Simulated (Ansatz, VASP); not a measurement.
## SiC5 in VASP and in Ansatz

File INCAR:

```
ALGO = Normal
EDIFF = 1E-6
ENCUT = 520
GGA = PE
ISIF = 2
ISMEAR = 0
ISPIN = 2
LASPH = True
LCHARG = False
LORBIT = 11
LREAL = False
LWAVE = False
MAGMOM = 0 1 1 1 1 1
NBANDS = 25
NELM = 150
PREC = Accurate
SIGMA = 0.1
```

The input KPOINTS:

```
k-points
0
Gamma
  6 6 2
```

File POSCAR:

```
SiC5
1.0
    2.6612997000      0.0000000000      0.0000000000
   -1.3306498500      2.3047531500      0.0000000000
    0.0000000000      0.0000000000     12.9232645200
Si C
1 5
Direct
    0.3333333300      0.6666666700      0.0000000000
    0.3333333300      0.6666666700      0.3333333300
    0.3333333300      0.6666666700      0.6666666700
    0.6666666700      0.3333333300      0.1666666700
    0.6666666700      0.3333333300      0.5000000000
    0.6666666700      0.3333333300      0.8333333300
```

Input for Ansatz:

```yaml
crystal:
  lattice:
    - [2.6612997, 0.0, 0.0]
    - [-1.33064985, 2.30475315, 0.0]
    - [0.0, 0.0, 12.92326452]
  atoms:
    - { symbol: Si, position: [0.33333333, 0.66666667, 0.0] }
    - { symbol: C, position: [0.33333333, 0.66666667, 0.33333333], spin: 1.0 }
    - { symbol: C, position: [0.33333333, 0.66666667, 0.66666667], spin: 1.0 }
    - { symbol: C, position: [0.66666667, 0.33333333, 0.16666667], spin: 1.0 }
    - { symbol: C, position: [0.66666667, 0.33333333, 0.5], spin: 1.0 }
    - { symbol: C, position: [0.66666667, 0.33333333, 0.83333333], spin: 1.0 }
basis:
  ecutwfc: 420
kpoints:
  mp_grid: { grid: [6, 6, 2] }
hamiltonian:
  xc: pbe
scf:
  occupations: { method: gaussian, width: 0.1 }
  lower_state_search: "off"
output:
  forces: true
  stress: true
  eigenvalues: true
  populations: true
magnetization:
  spin_polarized: true
```

Alike in both runs: task single point; functional PBE; k mesh 6 × 6 × 2; occupations gaussian, width 0.1 eV; collinear spin.

```csv
,VASP,Ansatz
version,VASP 6.6.1,Ansatz 0.2.0
potentials or method,"VASP PAW PBE potentials, release 64 (Si, C), cutoff 520 eV","scalar-relativistic, plane waves, PAW"
valence electrons in the cell,24,24
```

```tsv
	VASP	Ansatz	Ansatz less VASP
gap on the k mesh at the Fermi level (eV)	none	none	-
pressure (GPa)	-25.1	-25.1	-0.03
traceless stress, the component that is largest in VASP (GPa)	-4.01	-4.01	+0.006
rms of the force components (eV/Å)	0.061	0.061	0.0000
net moment per atom (μB)	0.00	0.00	0.000
```

Atom by atom the forces differ by 0.000 eV/Å (rms over components). A gap of «none» marks a metal or a gap that the smearing closes. Ansatz's warnings: seeded moment not kept.

The k mesh is coarse, so the values compare programs but aren't converged.
